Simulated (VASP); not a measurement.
Wanted: the native input for a VASP 6.6.1 run.

```
Task                   : single point
Functional             : LDA
Potentials or basis    : VASP PAW LDA potentials, release 64 (Al, Cu)
Cutoff                 : 520 eV
k mesh                 : 14 × 14 × 14
Occupations            : gaussian, width 0.1 eV
Spin                   : no spin polarisation
Dipole correction      : no
Further INCAR settings : ALGO = Fast; EDIFF = 1e-06; NBANDS = 16
```

The structure of Al2Cu lies in POSCAR:

```
Al2Cu
1.0
   -2.0047941017      2.0047941017      2.8351093506
    2.0047941017     -2.0047941017      2.8351093506
    2.0047941017      2.0047941017     -2.8351093506
Al Cu
2 1
Direct
    0.7500000000      0.2500000000      0.5000000000
    0.2500000000      0.7500000000      0.5000000000
    0.5000000000      0.5000000000      0.0000000000
```

The input as run:

INCAR

```
PREC = Accurate
ENCUT = 520
EDIFF = 1E-6
ISMEAR = 0
SIGMA = 0.1
LREAL = F
LASPH = T
NELM = 100
ALGO = Fast
ISIF = 2
LWAVE = F
LCHARG = T
LELF = T
LVHAR = T
NBANDS = 16
```

KPOINTS

```
Automatic mesh
0
Gamma
  14 14 14
```

Potentials or basis: VASP PAW LDA potentials, release 64 (Al, Cu).

The run is started by

```console
$ cat potpaw_LDA.64/Al/POTCAR potpaw_LDA.64/Cu/POTCAR > POTCAR
$ mpirun -np 1 vasp_std > vasp.out
```

Results of the run:

The pressure is 0.3 GPa. The band gap on the k mesh is zero (an odd number of electrons rules out a gap without spin polarisation).

It took 90 s on 1 thread of Intel(R) Xeon(R) 6975P-C (Granite Rapids), with other jobs on the host, peak memory 0.28 GiB.
